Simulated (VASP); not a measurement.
# GaSb (Immm) in VASP: further runs

Runs on GaSb. Level: PBE. Tasks: single point.

All numbers are computed with VASP 6.6.1; they aren't measurements. Logs are shortened: lines on timing, memory, paths and dates and some standing lists are left out, and cuts for length are marked.

## (1) The cell of the first run

Symmetry: Immm, No. 71, orthorhombic system. The conventional cell has a = 2.971 Å, b = 4.800 Å, c = 6.631 Å, α = 90.00°, β = 90.00°, γ = 90.00°. Ga (site symmetry mmm) has 6 Sb at 2.82 to 3.32 Å and 2 Ga at 2.97 Å within 3.7 Å. Sb (site symmetry mmm) has 6 Ga at 2.82 to 3.32 Å and 2 Sb at 2.97 Å within 3.7 Å.

## (2) Single point, PBE

File INCAR:

```
SYSTEM = GaSb
ALGO = Normal
EDIFF = 1E-6
ENCUT = 520
GGA = PE
ISIF = 2
ISMEAR = 0
LASPH = .TRUE.
LCHARG = .FALSE.
LREAL = .FALSE.
LWAVE = .FALSE.
NBANDS = 16
NELM = 60
PREC = Accurate
SIGMA = 0.15
```

File KPOINTS:

```
k-points
0
G
  16 16 16
  0 0 0
```

File POSCAR:

```
GaSb
1.0
   -1.4853730749      2.4001610133      3.3153909758
    1.4853730749     -2.4001610133      3.3153909758
    1.4853730749      2.4001610133     -3.3153909758
Ga Sb
1 1
Direct
    0.0000000000      0.0000000000      0.0000000000
    0.5000000000      0.5000000000      0.0000000000
```

Potentials or basis: VASP PAW PBE potentials, release 64 (Ga_d, Sb).

The run is started by

```bash
$ cat potpaw_PBE.64/Ga_d/POTCAR potpaw_PBE.64/Sb/POTCAR > POTCAR
$ mpirun -np 1 vasp_std > vasp.out
```

OUTCAR:

```text
SYSTEM = GaSb
   EDIFF = 1E-6
   ENCUT = 520
   GGA = PE
   ISIF = 2
   ISMEAR = 0
   LASPH = .TRUE.
   LREAL = .FALSE.
   NELM = 60
   PREC = Accurate

 ion  position               nearest neighbor table
   1  0.000  0.000  0.000-   2 2.82   2 2.82   2 2.82   2 2.82   2 3.32   2 3.32
   2  0.500  0.500  0.000-   1 2.82   1 2.82   1 2.82   1 2.82   1 3.32   1 3.32

  LATTYP: Found a body centered orthorhombic cell.
 ALAT       =     2.9707461498
 B/A-ratio  =     1.6158640909
 C/A-ratio  =     2.2320257663

  Lattice vectors:

 A1 = (  -1.4853730749,   2.4001610133,   3.3153909758)
 A2 = (   1.4853730749,  -2.4001610133,   3.3153909758)
 A3 = (   1.4853730749,   2.4001610133,  -3.3153909758)

Analysis of symmetry for initial positions (statically):
=====================================================================
 Subroutine PRICEL returns:
 Original cell was already a primitive cell.

 Routine SETGRP: Setting up the symmetry group for a
 body centered orthorhombic supercell.

 Subroutine GETGRP returns: Found  8 space group operations
 (whereof  8 operations were pure point group operations)
 out of a pool of  8 trial point group operations.

The static configuration has the point symmetry D_2h.

Analysis of symmetry for dynamics (positions and initial velocities):
=====================================================================
 Subroutine PRICEL returns:
 Original cell was already a primitive cell.

 Routine SETGRP: Setting up the symmetry group for a
 body centered orthorhombic supercell.

 Subroutine GETGRP returns: Found  8 space group operations
 (whereof  8 operations were pure point group operations)
 out of a pool of  8 trial point group operations.

The dynamic configuration has the point symmetry D_2h.

 Subroutine INISYM returns: Found  8 space group operations
 (whereof  8 operations are pure point group operations),
 and found     1 'primitive' translations

----------------------------------------------------------------------------------------

                                     Primitive cell

  volume of cell :      47.2793

  direct lattice vectors                    reciprocal lattice vectors
    -1.485373075  2.400161013  3.315390976     0.000000000  0.208319357  0.150811776
     1.485373075 -2.400161013  3.315390976     0.336615769  0.000000000  0.150811776
     1.485373075  2.400161013 -3.315390976     0.336615769  0.208319357  0.000000000

  length of vectors
     4.354184583  4.354184583  4.354184583     0.257179211  0.368855483  0.395862515

  position of ions in fractional coordinates (direct lattice)
     0.000000000  0.000000000  0.000000000
     0.500000000  0.500000000  0.000000000

  ion indices of the primitive-cell ions
   primitive index   ion index
                 1           1
                 2           2

----------------------------------------------------------------------------------------

 KPOINTS: k-points

Automatic generation of k-mesh.
 Grid dimensions read from file:
 generate k-points for:   16   16   16

 Generating k-lattice:

  Cartesian coordinates                     Fractional coordinates (reciprocal lattice)
     0.000000000  0.013019960  0.009425736     0.062500000  0.000000000  0.000000000
     0.021038486  0.000000000  0.009425736    -0.000000000  0.062500000  0.000000000
     0.021038486  0.013019960  0.000000000    -0.000000000  0.000000000  0.062500000

  Length of vectors
     0.016073701  0.023053468  0.024741407

  Shift w.r.t. Gamma in fractional coordinates (k-lattice)
     0.000000000  0.000000000  0.000000000

 Subroutine IBZKPT returns following result:
 ===========================================

 Found    621 irreducible k-points:

 Following reciprocal coordinates:
            Coordinates               Weight
  0.000000  0.000000  0.000000      1.000000
  0.062500  0.000000 -0.000000      4.000000
  0.125000  0.000000 -0.000000      4.000000
  0.187500  0.000000 -0.000000      4.000000
  0.250000  0.000000 -0.000000      4.000000
  0.312500  0.000000 -0.000000      4.000000
[... 16 lines left out ...]
 -0.187500  0.062500  0.000000      8.000000
 -0.125000  0.062500  0.000000      8.000000
 [... further k-points ...]
   k-points           NKPTS =    621   k-points in BZ     NKDIM =    621   number of bands    NBANDS=     16
   number of dos      NEDOS =    301   number of ions     NIONS =      2
   total plane-waves  NPLWV =  32768
   dimension x,y,z NGX =    32 NGY =   32 NGZ =   32
   dimension x,y,z NGXF=    64 NGYF=   64 NGZF=   64
   ions per type =               1   1
   NGX,Y,Z   is equivalent  to a cutoff of  12.22, 12.22, 12.22 a.u.
   NGXF,Y,Z  is equivalent  to a cutoff of  24.44, 24.44, 24.44 a.u.
 SYSTEM =  GaSb
   PREC   = accura    normal or accurate (medium, high low for compatibility)
   ISTART =      0    job   : 0-new  1-cont  2-samecut
   ICHARG =      2    charge: 1-file 2-atom 10-const
   ISPIN  =      1    spin polarized calculation?
   LNONCOLLINEAR =      F non collinear calculations
   LSORBIT =      F    spin-orbit coupling
   LASPH  =      T    aspherical Exc in radial PAW
   ENCUT  =  520.0 eV  38.22 Ry    6.18 a.u.   8.10  8.10  8.10*2*pi/ulx,y,z
   NELM   =     60;   NELMIN=  2; NELMDL= -5     # of ELM steps
   EDIFF  = 0.1E-05   stopping-criterion for ELM
   LREAL  =      F    real-space projection
   EDIFFG = 0.1E-04   stopping-criterion for IOM
   NSW    =      0    number of steps for IOM
   IBRION =     -1    ionic relax: 0-MD 1-quasi-New 2-CG
   NFREE  =      0    steps in history (QN), initial steepest desc. (CG)
   ISIF   =      2    stress and relaxation
   ISYM   =      2    0-nonsym 1-usesym 2-fastsym
   POTIM  = 0.5000    time-step for ionic-motion
   TEBEG  =    0.0;   TEEND  =   0.0 temperature during run
   PSTRESS=    0.0 pullay stress
   NELECT =      18.0000    total number of electrons
   NUPDOWN=      -1.0000    fix difference up-down
   EMIN   =  10.00;   EMAX   =-10.00  energy-range for DOS
   EFERMI =   0.00;   METHOD = LEGACY
   ISMEAR =     0;   SIGMA  =   0.15  broadening in eV -4-tet -1-fermi 0-gaus
   EFERMI_NEDOS =   21; number of points for ismear=-14 and -15
   IALGO  =     38    algorithm
   IMIX   =      4    mixing-type and parameters
     AMIX     =   0.40;   BMIX     =  1.00
     AMIX_MAG =   1.60;   BMIX_MAG =  1.00
  volume/ion in A,a.u.               =      23.64       159.53
  Fermi-wavevector in a.u.,A,eV,Ry     =   1.186521  2.242200 19.154720  1.407832
  Thomas-Fermi vector in A             =   2.322692
   LORBIT       =      0    0 simple, 1 ext, 2 COOP (PROOUT), +10 PAW based schemes
   GGA     = PE    functional components
   LHFCALC =     F    Hartree Fock is set to
   AEXX    =    0.0000 exact exchange contribution
   IVDW    =     0    specifies the selected vdW correction
   LEPSILON=     F    determine dielectric tensor
   LRPA    =     F    only Hartree local field effects (RPA)
 non-spin polarized calculation
 Gauss-broadening in eV      SIGMA  =   0.15
  energy-cutoff  :      520.00
  volume of cell :       47.28
 maximum number of plane-waves:      1310
   NGX = 17   NGY = 17   NGZ = 17

 number of electron      17.9999998 magnetization

 Free energy of the ion-electron system (eV)
  ---------------------------------------------------
  ext. energy  EPLUGINS =         0.00000000
  ---------------------------------------------------
  free energy    TOTEN  =        -6.48900380 eV

  energy without entropy =       -6.47807923  energy(sigma->0) =       -6.48354151

 E-fermi :   6.8275     XC(G=0): -10.2697

 val. band max:        6.8266098204   @ k =   0.3750  -0.3750   0.0625
 cond. band min:       6.8276512188   @ k =   0.5000   0.2500   0.0625
 fundamental gap:      0.0010413984
 Fermi energy:         6.8275458837

 k-point     1 :       0.0000    0.0000    0.0000
  band No.  band energies     occupation
      1      -8.3090      2.00000
      2      -8.2455      2.00000
      3      -8.1929      2.00000
      4      -8.1577      2.00000
      5      -8.1232      2.00000
      6      -5.5871      2.00000
[... 8 lines left out ...]
     15      17.0771      0.00000
     16      17.7736      0.00000

 k-point     2 :       0.0625    0.0000   -0.0000
  band No.  band energies     occupation
      1      -8.3088      2.00000
      2      -8.2446      2.00000
      3      -8.1927      2.00000
      4      -8.1579      2.00000
      5      -8.1231      2.00000
      6      -5.5561      2.00000
[... 8 lines left out ...]
     15      16.9272      0.00000
     16      17.6132      0.00000

 k-point     3 :       0.1250    0.0000   -0.0000
  band No.  band energies     occupation
      1      -8.3083      2.00000
      2      -8.2421      2.00000
      3      -8.1922      2.00000
      4      -8.1586      2.00000
      5      -8.1230      2.00000
      6      -5.4636      2.00000
[... 8 lines left out ...]
     15      16.7046      0.00000
     16      17.1466      0.00000

 k-point     4 :       0.1875    0.0000   -0.0000
  band No.  band energies     occupation
      1      -8.3078      2.00000
      2      -8.2384      2.00000
      3      -8.1915      2.00000
      4      -8.1596      2.00000
      5      -8.1227      2.00000
      6      -5.3119      2.00000
[... 8 lines left out ...]
     15      16.4096      0.00000
     16      16.6331      0.00000
[... 324 lines left out ...]
 k-point    22 :      -0.2500    0.0625    0.0000
  band No.  band energies     occupation
      1      -8.2988      2.00000
      2      -8.2304      2.00000
      3      -8.1907      2.00000
      4      -8.1669      2.00000
      5      -8.1261      2.00000
      6      -5.1021      2.00000
[... 8 lines left out ...]
     15      15.7681      0.00000
     16      17.4713      0.00000

 k-point    23 :      -0.1875    0.0625    0.0000
  band No.  band energies     occupation
      1      -8.2994      2.00000
      2      -8.2346      2.00000
      3      -8.1915      2.00000
      4      -8.1654      2.00000
      5      -8.1264      2.00000
      6      -5.2926      2.00000
[... 8 lines left out ...]
     15      16.6390      0.00000
     16      17.4840      0.00000

 k-point    24 :      -0.1250    0.0625    0.0000
  band No.  band energies     occupation
      1      -8.3000      2.00000
      2      -8.2386      2.00000
      3      -8.1920      2.00000
      4      -8.1642      2.00000
      5      -8.1266      2.00000
      6      -5.4264      2.00000
[... 8 lines left out ...]
     15      17.1709      0.00000
     16      17.5044      0.00000

 [... further k-points ...]
[... 5 lines left out ...]
  --------------------------------------------------------------------------------------
  -------------------------------------------------------------------------------------
  Total        4.1646073      4.1992071     -2.1080379      0.0000000      0.0000000      0.0000000
  in kB      141.1282567    142.3007567    -71.4361990      0.0000000      0.0000000      0.0000000
  external PRESSURE =      70.6642715 kB  Pullay stress =       0.0000000 kB

 VOLUME and BASIS-vectors are now :
 -----------------------------------------------------------------------------
  energy-cutoff  :      520.00
  volume of cell :       47.28
      direct lattice vectors                 reciprocal lattice vectors
    -1.485373075  2.400161013  3.315390976     0.000000000  0.208319357  0.150811776
     1.485373075 -2.400161013  3.315390976     0.336615769  0.000000000  0.150811776
     1.485373075  2.400161013 -3.315390976     0.336615769  0.208319357  0.000000000

 POSITION                                       TOTAL-FORCE (eV/Angst)
 -----------------------------------------------------------------------------------
      0.00000      0.00000      0.00000        -0.000000      0.000000      0.000000
      0.00000      0.00000      3.31539         0.000000     -0.000000     -0.000000
 -----------------------------------------------------------------------------------
    total drift:                                0.000000      0.000000      0.000000

  FREE ENERGIE OF THE ION-ELECTRON SYSTEM (eV)
  ---------------------------------------------------
  free  energy   TOTEN  =        -6.4890038012 eV

  energy  without entropy=       -6.4780792282  energy(sigma->0) =       -6.48354151
```

It took 1.9 min on 1 thread of Intel Xeon 6975P-C (Granite Rapids), shared host; peak memory 0.59 GiB.

Results:

| Quantity | Value |
| --- | --- |
| Free energy | -6.4890 eV |
| Pressure | 7.1 GPa |
| Band gap on the k mesh | zero (band 9 reaches 10.08 eV, above the bottom of band 10 at 4.39 eV) |

Caveat: the cell differs from its parent crystal (strain +e along x and -e along y +0.0000, strain +e along z and -e/2 along x and y +0.1500); spin-orbit coupling is left out, which moves the levels of the heavy elements.

## (3) Single point, PBE

File INCAR:

```
SYSTEM = GaSb
PREC = Accurate ; ENCUT = 520
EDIFF = 1E-6 ; ISMEAR = 0
SIGMA = 0.15 ; LREAL = .FALSE.
LASPH = .TRUE. ; NELM = 60
ALGO = Normal ; ISIF = 2
LWAVE = .FALSE. ; LCHARG = .FALSE.
GGA = PE ; NBANDS = 16
```

File KPOINTS:

```
Automatic mesh
0
G
  16 16 16
  0 0 0
```

File POSCAR:

```
GaSb
1.0
   -1.5897506423      2.3612394833      3.1712435421
    1.5897506423     -2.3612394833      3.1712435421
    1.5897506423      2.3612394833     -3.1712435421
Ga Sb
1 1
Direct
    0.0000000000      0.0000000000      0.0000000000
    0.5000000000      0.5000000000      0.0000000000
```

Potentials or basis: VASP PAW PBE potentials, release 64 (Ga_d, Sb).

The run is started by

```bash
$ cat potpaw_PBE.64/Ga_d/POTCAR potpaw_PBE.64/Sb/POTCAR > POTCAR
$ mpirun -np 1 vasp_std > vasp.out
```

Wall time 1.7 min (1 thread of Intel Xeon 6975P-C (Granite Rapids), shared host); peak memory 0.58 GiB.

Results (log left out):

- Free energy: -6.7397 eV
- Pressure: 3.3 GPa
- Band gap on the k mesh: zero (band 9 reaches 10.74 eV, above the bottom of band 10 at 4.57 eV)

Stress tensor (GPa, compression positive):
```
 7.32  0.00  0.00
 0.00  9.27  0.00
 0.00  0.00 -6.80
```

Levels at points of the mesh, in eV from the Fermi level:
```
           k point  band 6  band 7  band 8  band 9  band 10  band 11  band 12  band 13
(0.00, 0.00, 0.00)  -12.16   -2.83   -2.42   -0.21     3.37     3.81     4.01     6.78
(0.50, 0.00, 0.00)  -10.63   -8.23   -0.96    0.52     4.10     4.24     4.87     6.18
(0.00, 0.50, 0.00)   -8.48   -6.63   -0.72   -0.21     0.58     1.16     1.57     2.32
(0.50, 0.50, 0.00)   -7.94   -5.30   -3.92   -3.32    -1.35     3.04     6.57     6.93
(0.50, 0.50, 0.50)  -10.26   -5.19   -4.67   -4.47     2.30     6.30     8.36    10.27
```

Caveat: the cell differs from its parent crystal (strain +e along x and -e along y +0.0400, strain +e along z and -e/2 along x and y +0.1000); spin-orbit coupling is left out, which moves the levels of the heavy elements.

## (4) Single point, PBE

File INCAR:

```
PREC     = Accurate       # precision mode
ENCUT    = 520            # plane-wave cutoff, eV
EDIFF    = 1E-7           # SCF threshold, eV
ISMEAR   = 0              # smearing method
SIGMA    = 0.15           # smearing width, eV
LREAL    = False          # projectors in reciprocal space
LASPH    = True           # aspherical terms in the spheres
NELM     = 80             # most SCF steps
ALGO     = Normal         # electronic algorithm
ISIF     = 2              # what is computed and relaxed
LWAVE    = False          # write WAVECAR
LCHARG   = False          # write CHGCAR
GGA      = PE             # functional
NBANDS   = 16             # bands
```

File KPOINTS:

```
Automatic mesh
0
Gamma
  16 16 16
```

File POSCAR:

```
GaSb
1.0
   -1.6218668169      2.8282978427      2.5946538071
    1.6218668169     -2.8282978427      2.5946538071
    1.6218668169      2.8282978427     -2.5946538071
Ga Sb
1 1
Direct
    0.0000000000      0.0000000000      0.0000000000
    0.5000000000      0.5000000000      0.0000000000
```

The run is started by

```bash
$ cat potpaw_PBE.64/Ga_d/POTCAR potpaw_PBE.64/Sb/POTCAR > POTCAR
$ mpirun -np 1 vasp_std > vasp.out
```

Run time: 2.1 min. Hardware: 1 thread of Intel Xeon 6975P-C (Granite Rapids), shared host; peak memory 0.58 GiB.

It converged, with:

```
Free energy            : -6.6581 eV
Pressure               : 4.0 GPa
Band gap on the k mesh : zero (band 9 reaches 9.45 eV, above the bottom of band 10 at 3.69 eV)
```

Stress tensor (GPa, compression positive):
```
-3.47  0.00  0.00
 0.00 -4.12  0.00
 0.00  0.00 19.58
```

Levels at points of the mesh, in eV from the Fermi level:
```
           k point  band 6  band 7  band 8  band 9  band 10  band 11  band 12  band 13
(0.00, 0.00, 0.00)  -12.09   -2.70   -2.52   -0.98     3.55     4.41     5.25     7.11
(0.50, 0.00, 0.00)  -10.55   -8.23   -0.08    1.54     2.90     3.22     3.79     5.88
(0.00, 0.50, 0.00)   -8.55   -6.39   -2.65   -0.95    -0.56     0.80     4.55     5.09
(0.50, 0.50, 0.00)   -8.86   -5.14   -2.64   -2.30    -1.01     2.38     3.55     5.95
(0.50, 0.50, 0.50)   -9.40   -5.64   -5.19   -5.02     2.03     6.00     9.46     9.64
```

Caveat: the cell differs from its parent crystal (strain +e along x and -e along y -0.0400, strain +e along z and -e/2 along x and y -0.1000); spin-orbit coupling is left out, which moves the levels of the heavy elements.

## (5) Overview

| cell | gap on the mesh (eV) | pressure (GPa) |
| --- | --- | --- |
| a = 4.354 Å, angles 140.1, 113.1, 80.8°, 2 atoms | none | 7.1 |
| a = 4.261 Å, angles 136.2, 112.7, 83.8°, 2 atoms | none | 3.3 |
| a = 4.167 Å, angles 134.2, 94.5, 103.0°, 2 atoms | none | 4.0 |

Alike in all rows: task single point; level PBE; potentials or basis VASP PAW PBE potentials, release 64 (Ga_d, Sb); no spin polarisation; k mesh 16 × 16 × 16; cutoff (eV) 520; smearing gaussian 0.15 eV.

Caveats: spin-orbit coupling is left out, which moves the levels of the heavy elements.

Total energies depend on the potentials used, so only differences within one code and one set of settings carry meaning.
